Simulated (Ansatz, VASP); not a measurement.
One calculation of Si4O7, two programs

```xyz
11
Lattice="0.0000 4.1549 -2.6614 0.0000 -4.1549 -2.6614 -4.1549 0.0000 2.6614" Properties=species:S:1:pos:R:3 pbc="T T T"
Si   -2.0774   -2.0774   -1.3307
Si   -2.0774    2.0774   -1.3307
Si   -4.1549    0.0000    2.6614
Si   -4.1549    0.0000    0.0000
O    -1.2696    2.8853   -2.6614
O    -3.3470   -0.8079   -1.3307
O    -3.3470   -0.8079    1.3307
O    -2.8853   -2.8853    0.0000
O    -1.9258    1.5219    0.0000
O    -0.8079    0.8079   -3.9922
O    -0.8079    0.8079   -1.3307
```

Change from the starting cell: O vacancy; atom 9 moved 0.375 of the way to it and -0.500 Å across, host rigid.

Alike in both runs: task single point; functional LDA; k mesh 6 × 6 × 6; occupations gaussian, width 0.05 eV; no spin polarisation.

```csv
,VASP,Ansatz
version,VASP 6.6.1,Ansatz 0.2.0
potentials or method,"VASP PAW LDA potentials, release 64 (Si, O), cutoff 520 eV","scalar-relativistic, plane waves, PAW"
valence electrons in the cell,58,58
```

|  | VASP | Ansatz | Ansatz less VASP |
| --- | --- | --- | --- |
| gap on the k mesh at the Fermi level (eV) | none | none | - |
| rms of the force components (eV/Å) | 3.367 | 3.375 | +0.0083 |

Ansatz warns that its potentials were made for another functional, while VASP's fit it. LDA's correlation is that of Perdew and Zunger in VASP and of Perdew and Wang (1992) in Ansatz. Atom by atom the forces differ by 0.023 eV/Å (rms over components). A gap of «none» marks a metal or a gap that the smearing closes.
